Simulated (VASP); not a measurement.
Set up this calculation in VASP 6.6.1, as the native input.

- Task: single point
- Functional: PBE
- Potentials or basis: VASP PAW PBE potentials, release 64 (B, C)
- Cutoff: 520 eV
- k mesh: 12 × 12 × 2
- Occupations: gaussian, width 0.1 eV
- Spin: no spin polarisation
- Dipole correction: no
- Further INCAR settings: ALGO = Normal; EDIFF = 1e-07; NBANDS = 14

The structure of B3C lies in POSCAR:

```
B3C
1.0
    2.5684768399      0.0000000000      0.0000000000
   -1.2842384200      2.2243661924      0.0000000000
    0.0000000000      0.0000000000      4.7066059858
B C
3 1
Direct
    0.0000000000      0.0000000000      0.0000000000
    0.6666666667      0.3333333333      0.6803815132
    0.6666666667      0.3333333333      0.3196184868
    0.0000000000      0.0000000000      0.5000000000
```

The input as run:

INCAR

```
SYSTEM = B3C
ALGO = Normal ; EDIFF = 1E-7
ENCUT = 520 ; GGA = PE
ISIF = 2 ; ISMEAR = 0
LASPH = .TRUE. ; LCHARG = .FALSE.
LREAL = .FALSE. ; LWAVE = .FALSE.
NBANDS = 14 ; NELM = 60
PREC = Accurate ; SIGMA = 0.1
```

KPOINTS

```
k-points
0
G
  12 12 2
  0 0 0
```

Potentials or basis: VASP PAW PBE potentials, release 64 (B, C).

Run with:

```sh
$ cat potpaw_PBE.64/B/POTCAR potpaw_PBE.64/C/POTCAR > POTCAR
$ mpirun -np 1 vasp_std > vasp.out
```

It gave:

* Pressure: 0.1 GPa
* Largest force: 0.018 eV/Å

Caveat: the k points lie up to 0.67 Å⁻¹ apart.

Wall time 5.8 s on 1 thread of Intel(R) Xeon(R) 6975P-C (Granite Rapids), on a shared host, peak memory 0.13 GiB.
